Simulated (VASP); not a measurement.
# Sb (Im-3m) in VASP: settings compared

Aim: see how the results for Sb move with the level of theory and the settings. Levels: PBE0, HSE06, LDA. Tasks: single point, relaxation of cell and atoms.

All numbers are computed with VASP 6.6.1; they aren't measurements. Logs are shortened: lines on timing, memory, paths and dates and some standing lists are left out, and cuts for length are marked.

### Step 1. The cell of the first run

Symmetry: Im-3m, No. 229, cubic system. The conventional cell has a = 3.743 Å, b = 3.743 Å, c = 3.743 Å, α = 90.00°, β = 90.00°, γ = 90.00°. Sb (site symmetry m-3m) has 14 Sb at 3.24 to 3.74 Å within 4.3 Å.

### Step 2. Single point, PBE0, non-collinear spin, zero start, spin-orbit coupling

File POSCAR:

```
Sb
1.0
   -1.8713408863      1.8713408863      1.8713408863
    1.8713408863     -1.8713408863      1.8713408863
    1.8713408863      1.8713408863     -1.8713408863
Sb
1
Direct
    0.0000000000      0.0000000000      0.0000000000
```

File INCAR.step1:

```
SYSTEM = Sb
PREC = Accurate
ENCUT = 520
EDIFF = 1E-5
ISMEAR = -1
SIGMA = 0.05
LREAL = .False.
LASPH = .True.
NELM = 150
ALGO = Normal
ISIF = 2
LWAVE = .True.
LCHARG = .False.
MAGMOM = 0 0 0
LORBIT = 11
LSORBIT = .True.
GGA_COMPAT = .False.
LORBMOM = .True.
NBANDS = 16
GGA = PE
```

File INCAR.step2:

```
SYSTEM = Sb
PREC = Accurate
ENCUT = 520
EDIFF = 1E-6
ISMEAR = -1
SIGMA = 0.05
LREAL = .False.
LASPH = .True.
NELM = 150
ALGO = Normal
ISIF = 2
LWAVE = .False.
LCHARG = .False.
MAGMOM = 0 0 0
LORBIT = 11
LSORBIT = .True.
GGA_COMPAT = .False.
LORBMOM = .True.
GGA = PE
LHFCALC = .True.
AEXX = 0.25
PRECFOCK = Normal
NBANDS = 16
ISTART = 1
```

File KPOINTS:

```
Automatic mesh
0
Gamma
  4 4 4
  0 0 0
```

Potentials or basis: VASP PAW PBE potentials, release 64 (Sb).

Run with:

```bash
$ cat potpaw_PBE.64/Sb/POTCAR > POTCAR
$ cp INCAR.step1 INCAR
$ mpirun -np 1 vasp_ncl > vasp.out
$ cp INCAR.step2 INCAR
$ mpirun -np 1 vasp_ncl > vasp.out
```

OUTCAR:

```text
SYSTEM = Sb
   PREC = Accurate
   ENCUT = 520
   EDIFF = 1E-6
   ISMEAR = -1
   LREAL = .False.
   LASPH = .True.
   NELM = 150
   ISIF = 2
   LORBIT = 11
   LSORBIT = .True.
   GGA = PE
   LHFCALC = .True.
   AEXX = 0.25
   PRECFOCK = Normal
   ISTART = 1

 ion  position               nearest neighbor table
   1  0.000  0.000  0.000-

  LATTYP: Found a body centered cubic cell.
 ALAT       =     3.7426817726

  Lattice vectors:

 A1 = (  -1.8713408863,   1.8713408863,   1.8713408863)
 A2 = (   1.8713408863,  -1.8713408863,   1.8713408863)
 A3 = (   1.8713408863,   1.8713408863,  -1.8713408863)

Analysis of symmetry for initial positions (statically):
=====================================================================
 Subroutine PRICEL returns:
 Original cell was already a primitive cell.

 Routine SETGRP: Setting up the symmetry group for a
 body centered cubic supercell.

 Subroutine GETGRP returns: Found 48 space group operations
 (whereof 48 operations were pure point group operations)
 out of a pool of 48 trial point group operations.

The static configuration has the point symmetry O_h .

Analysis of symmetry for dynamics (positions and initial velocities):
=====================================================================
 Subroutine PRICEL returns:
 Original cell was already a primitive cell.

 Routine SETGRP: Setting up the symmetry group for a
 body centered cubic supercell.

 Subroutine GETGRP returns: Found 48 space group operations
 (whereof 48 operations were pure point group operations)
 out of a pool of 48 trial point group operations.

The dynamic configuration has the point symmetry O_h .

Analysis of structural, dynamic, and magnetic symmetry:
=====================================================================
 Subroutine PRICEL returns:
 Original cell was already a primitive cell.

 Routine SETGRP: Setting up the symmetry group for a
 body centered cubic supercell.

 Subroutine GETGRP returns: Found 48 space group operations
 (whereof 48 operations were pure point group operations)
 out of a pool of 48 trial point group operations.

The overall configuration has the point symmetry O_h .

 Subroutine INISYM returns: Found 48 space group operations
 (whereof 48 operations are pure point group operations),
 and found     1 'primitive' translations

----------------------------------------------------------------------------------------

                                     Primitive cell

  volume of cell :      26.2131

  direct lattice vectors                    reciprocal lattice vectors
    -1.871340886  1.871340886  1.871340886     0.000000000  0.267188092  0.267188092
     1.871340886 -1.871340886  1.871340886     0.267188092  0.000000000  0.267188092
     1.871340886  1.871340886 -1.871340886     0.267188092  0.267188092  0.000000000

  length of vectors
     3.241257493  3.241257493  3.241257493     0.377861023  0.377861023  0.377861023

  position of ions in fractional coordinates (direct lattice)
     0.000000000  0.000000000  0.000000000

  ion indices of the primitive-cell ions
   primitive index   ion index
                 1           1

----------------------------------------------------------------------------------------

 KPOINTS: Automatic mesh

Automatic generation of k-mesh.
 Grid dimensions read from file:
 generate k-points for:    4    4    4

 Generating k-lattice:

  Cartesian coordinates                     Fractional coordinates (reciprocal lattice)
     0.000000000  0.066797023  0.066797023     0.250000000  0.000000000  0.000000000
     0.066797023  0.000000000  0.066797023     0.000000000  0.250000000  0.000000000
     0.066797023  0.066797023  0.000000000     0.000000000  0.000000000  0.250000000

  Length of vectors
     0.094465256  0.094465256  0.094465256

  Shift w.r.t. Gamma in fractional coordinates (k-lattice)
     0.000000000  0.000000000  0.000000000

 Subroutine IBZKPT returns following result:
 ===========================================

 Found      8 irreducible k-points:

 Following reciprocal coordinates:
            Coordinates               Weight
  0.000000  0.000000  0.000000      1.000000
  0.250000  0.000000  0.000000     12.000000
  0.500000  0.000000  0.000000      6.000000
  0.250000  0.250000  0.000000     24.000000
  0.250000  0.250000  0.250000      2.000000
 -0.250000  0.250000  0.250000      6.000000
  0.500000  0.500000  0.250000     12.000000
  0.500000  0.500000  0.500000      1.000000
   k-points           NKPTS =      8   k-points in BZ     NKDIM =     64   number of bands    NBANDS=     16
   number of dos      NEDOS =    301   number of ions     NIONS =      1
   total plane-waves  NPLWV =  13824
   dimension x,y,z NGX =    24 NGY =   24 NGZ =   24
   dimension x,y,z NGXF=    48 NGYF=   48 NGZF=   48
   ions per type =               1
   NGX,Y,Z   is equivalent  to a cutoff of  12.31, 12.31, 12.31 a.u.
   NGXF,Y,Z  is equivalent  to a cutoff of  24.62, 24.62, 24.62 a.u.
 SYSTEM =  Sb
   PREC   = accura    normal or accurate (medium, high low for compatibility)
   ISTART =      1    job   : 0-new  1-cont  2-samecut
   ICHARG =      0    charge: 1-file 2-atom 10-const
   ISPIN  =      1    spin polarized calculation?
   LNONCOLLINEAR =      T non collinear calculations
   LSORBIT =      T    spin-orbit coupling
   LASPH  =      T    aspherical Exc in radial PAW
   ENCUT  =  520.0 eV  38.22 Ry    6.18 a.u.   6.03  6.03  6.03*2*pi/ulx,y,z
   NELM   =    150;   NELMIN=  2; NELMDL=  0     # of ELM steps
   EDIFF  = 0.1E-05   stopping-criterion for ELM
   LREAL  =      F    real-space projection
   EDIFFG = 0.1E-04   stopping-criterion for IOM
   NSW    =      0    number of steps for IOM
   IBRION =     -1    ionic relax: 0-MD 1-quasi-New 2-CG
   NFREE  =      0    steps in history (QN), initial steepest desc. (CG)
   ISIF   =      2    stress and relaxation
   ISYM   =      3    0-nonsym 1-usesym 2-fastsym
   POTIM  = 0.5000    time-step for ionic-motion
   TEBEG  =    0.0;   TEEND  =   0.0 temperature during run
   PSTRESS=    0.0 pullay stress
   NELECT =       5.0000    total number of electrons
   NUPDOWN=      -1.0000    fix difference up-down
   EMIN   =  10.00;   EMAX   =-10.00  energy-range for DOS
   EFERMI =   0.00;   METHOD = LEGACY
   ISMEAR =    -1;   SIGMA  =   0.05  broadening in eV -4-tet -1-fermi 0-gaus
   EFERMI_NEDOS =   21; number of points for ismear=-14 and -15
   IALGO  =     38    algorithm
   IMIX   =      1    mixing-type and parameters
     AMIX     =   0.40;   BMIX     =  1.00
     AMIX_MAG =   1.60;   BMIX_MAG =  1.00
  volume/ion in A,a.u.               =      26.21       176.89
  Fermi-wavevector in a.u.,A,eV,Ry     =   0.942378  1.780837 12.083018  0.888077
  Thomas-Fermi vector in A             =   2.069982
   LORBIT       =     11    0 simple, 1 ext, 2 COOP (PROOUT), +10 PAW based schemes
   GGA     = PE    functional components
   LHFCALC =     T    Hartree Fock is set to
   PRECFOCK=normal    Normal, Fast or Accurate (Low or Medium for compatibility)
   ENCUT4O =  -1.0   cutoff for four orbital integrals eV
   NKREDX  =     1    reduce k-point grid by
   NKREDY  =     1    reduce k-point grid by
   NKREDZ  =     1    reduce k-point grid by
   AEXX    =    0.2500 exact exchange contribution
   HFSCREEN=    0.0000 screening length (either q_TF or 0.3 A-1)
   HFSCREENC=   0.0000 screening length for correlation (either q_TF or 0.3 A-1)
   ENCUTFOCK=  -1.0 apply spherical cutoff to Coloumb kernel
   IVDW    =     0    specifies the selected vdW correction
   LEPSILON=     F    determine dielectric tensor
   LRPA    =     F    only Hartree local field effects (RPA)
  energy-cutoff  :      520.00
  volume of cell :       26.21
 maximum number of plane-waves:      1432
  NGX = 20; NGY = 20; NGZ = 20

 number of electron       4.9999999 magnetization      -0.0000000      0.0004098      0.0010307

 number of electron       4.9999999 magnetization       0.0000007      0.0208540      0.0472322

 Free energy of the ion-electron system (eV)
  ---------------------------------------------------
  ext. energy  EPLUGINS =         0.00000000
  ---------------------------------------------------
  free energy    TOTEN  =        -5.36109578 eV

  energy without entropy =       -5.35459250  energy(sigma->0) =       -5.35784414

 E-fermi :   8.3192     XC(G=0):  -8.1902

 val. band max:        8.3192365907   @ k =   0.2500   0.0000   0.0000
 cond. band min:       9.0275912227   @ k =  -0.2500   0.2500   0.2500
 fundamental gap:      0.7083546320
 Fermi energy:         8.3192460666

 k-point     1 :       0.0000    0.0000    0.0000
  band No.  band energies     occupation
      1      -6.3640      1.00000
      2      -6.3092      1.00000
      3      14.5493      0.00000
      4      14.6011      0.00000
      5      15.8437      0.00000
      6      15.8790      0.00000
[... 8 lines left out ...]
     15      21.8240      0.00000
     16      21.8348      0.00000

 k-point     2 :       0.2500    0.0000    0.0000
  band No.  band energies     occupation
      1      -4.8977      1.00000
      2      -4.8412      1.00000
      3       7.8220      0.99995
      4       8.3192      0.50005
      5      12.5575      0.00000
      6      12.6250      0.00000
[... 8 lines left out ...]
     15      22.2767      0.00000
     16      22.3132      0.00000
[... 83 lines left out ...]
      5       7.4015      1.00000
      6       7.4659      1.00000
[... 8 lines left out ...]
     15      22.2185      0.00000
     16      22.2534      0.00000

 k-point     8 :       0.5000    0.5000    0.5000
  band No.  band energies     occupation
      1       2.4395      1.00000
      2       2.4963      1.00000
      3       5.3287      1.00000
      4       5.3373      1.00000
      5       6.0538      1.00000
      6       6.0734      1.00000
[... 8 lines left out ...]
     15      27.1585      0.00000
     16      27.1671      0.00000

------------------------ aborting loop because EDIFF is reached ----------------------------------------

  FORCE on cell =-STRESS in cart. coord.  units (eV):
  Direction    XX          YY          ZZ          XY          YZ          ZX
  --------------------------------------------------------------------------------------
  -------------------------------------------------------------------------------------
  Total       -0.6626112     -0.6626112     -0.6626112     -0.0000000     -0.0000000     -0.0000000
  in kB      -40.4995925    -40.4995925    -40.4995925     -0.0000000     -0.0000000     -0.0000000
  external PRESSURE =     -40.4995925 kB  Pullay stress =       0.0000000 kB

 VOLUME and BASIS-vectors are now :
 -----------------------------------------------------------------------------
  energy-cutoff  :      520.00
  volume of cell :       26.21
      direct lattice vectors                 reciprocal lattice vectors
    -1.871340886  1.871340886  1.871340886     0.000000000  0.267188092  0.267188092
     1.871340886 -1.871340886  1.871340886     0.267188092  0.000000000  0.267188092
     1.871340886  1.871340886 -1.871340886     0.267188092  0.267188092  0.000000000

 POSITION                                       TOTAL-FORCE (eV/Angst)
 -----------------------------------------------------------------------------------
      0.00000      0.00000      0.00000         0.000000     -0.000000     -0.000000
 -----------------------------------------------------------------------------------
    total drift:                                0.000000     -0.000000      0.000000

  FREE ENERGIE OF THE ION-ELECTRON SYSTEM (eV)
  ---------------------------------------------------
  free  energy   TOTEN  =        -5.3610957789 eV

  energy  without entropy=       -5.3545924995  energy(sigma->0) =       -5.35784414

 orbital moment (x)

 # of ion     p       d       tot
 ----------------------------------------
  1         0.000   0.000   0.000
 ----------------------------------------
            0.000   0.000   0.000

 orbital moment (y)

 # of ion     p       d       tot
 ----------------------------------------
  1         0.000   0.000   0.000
 ----------------------------------------
            0.000   0.000   0.000

 orbital moment (z)

 # of ion     p       d       tot
 ----------------------------------------
  1        -0.000  -0.000  -0.000
 ----------------------------------------
           -0.000  -0.000  -0.000

 Spin-Orbit-Coupling matrix elements

 Ion:    1  E_soc:     -0.1244254
 l=   1
     0.0000000    -0.0204858    -0.0204829
    -0.0204858     0.0000000    -0.0204888
    -0.0204829    -0.0204888     0.0000000
 l=   2
     0.0000000    -0.0000829     0.0000000    -0.0000829    -0.0001688
    -0.0000829     0.0000000    -0.0001266    -0.0000828    -0.0000422
     0.0000000    -0.0001266     0.0000000    -0.0001266     0.0000000
    -0.0000829    -0.0000828    -0.0001266     0.0000000    -0.0000422
    -0.0001688    -0.0000422     0.0000000    -0.0000422     0.0000000
 l=   3
     0.0000000     0.0000000     0.0000000     0.0000000     0.0000000     0.0000000     0.0000000
     0.0000000     0.0000000     0.0000000     0.0000000     0.0000000     0.0000000     0.0000000
     0.0000000     0.0000000     0.0000000     0.0000000     0.0000000     0.0000000     0.0000000
     0.0000000     0.0000000     0.0000000     0.0000000     0.0000000     0.0000000     0.0000000
     0.0000000     0.0000000     0.0000000     0.0000000     0.0000000     0.0000000     0.0000000
     0.0000000     0.0000000     0.0000000     0.0000000     0.0000000     0.0000000     0.0000000
     0.0000000     0.0000000     0.0000000     0.0000000     0.0000000     0.0000000     0.0000000

 total charge

# of ion       s       p       d       tot
------------------------------------------
    1        1.239   1.202   0.047   2.487

 magnetization (x)

# of ion       s       p       d       tot
------------------------------------------
    1       -0.000  -0.000  -0.000  -0.000

 magnetization (y)

# of ion       s       p       d       tot
------------------------------------------
    1        0.000  -0.000   0.000  -0.000

 magnetization (z)

# of ion       s       p       d       tot
------------------------------------------
    1       -0.000   0.000   0.000  -0.000
```

Run time: 6.6 min. Hardware: 1 thread of Intel Xeon Platinum 8488C (Sapphire Rapids), shared host; peak memory 0.2 GiB.

Results:

* Free energy: -5.3611 eV
* Pressure: -4.0 GPa
* Net moment: 0.05 μB per cell
* Valence electrons inside the program's atomic spheres: Sb 2.49

Moments on the atoms (μB; x, y, z):
```
Sb  0.00 0.00 0.00
```

Caveat: the k points lie up to 0.59 Å⁻¹ apart; the PAW data sets were made with another functional, which shifts forces and pressure a little.

### Step 3. Single point, HSE06, non-collinear spin, zero start, spin-orbit coupling

POSCAR is that of step 2.

File INCAR.step1:

```
SYSTEM = Sb
ALGO = Normal
EDIFF = 1E-5
ENCUT = 520
GGA = PE
GGA_COMPAT = .False.
ISIF = 2
ISMEAR = -1
LASPH = .True.
LORBIT = 11
LORBMOM = .True.
LREAL = .False.
LSORBIT = .True.
LWAVE = .True.
MAGMOM = 0 0 0
NBANDS = 16
NELM = 150
PREC = Accurate
SIGMA = 0.05
```

File INCAR.step2:

```
SYSTEM = Sb
ALGO = Normal
EDIFF = 1E-6
ENCUT = 520
GGA = PE
GGA_COMPAT = .False.
HFSCREEN = 0.2079
ISIF = 2
ISMEAR = -1
ISTART = 1
LASPH = .True.
LCHARG = .True.
LHFCALC = .True.
LORBIT = 11
LORBMOM = .True.
LREAL = .False.
LSORBIT = .True.
LVHAR = .True.
LWAVE = .False.
MAGMOM = 0 0 0
NBANDS = 16
NELM = 150
PREC = Accurate
PRECFOCK = Normal
SIGMA = 0.05
```

File KPOINTS:

```
k-points
0
Gamma
  4 4 4
  0 0 0
```

Potentials or basis: VASP PAW PBE potentials, release 64 (Sb).

Run with:

```bash
$ cat potpaw_PBE.64/Sb/POTCAR > POTCAR
$ cp INCAR.step1 INCAR
$ mpirun -np 1 vasp_ncl > vasp.out
$ cp INCAR.step2 INCAR
$ mpirun -np 1 vasp_ncl > vasp.out
```

Run time: 3.4 min. Hardware: 1 thread of Intel Xeon Platinum 8488C (Sapphire Rapids), shared host; peak memory 0.3 GiB.

The run converged. Its results:

* Free energy: -4.7598 eV
* Pressure: -3.7 GPa
* Net moment: 0.00 μB per cell
* Valence electrons inside the program's atomic spheres: Sb 2.48

Moments on the atoms (μB; x, y, z):
```
Sb  0.00 0.00 0.00
```

Caveat: the k points lie up to 0.59 Å⁻¹ apart; the PAW data sets were made with another functional, which shifts forces and pressure a little.

(Continued in part 2 of 2.)
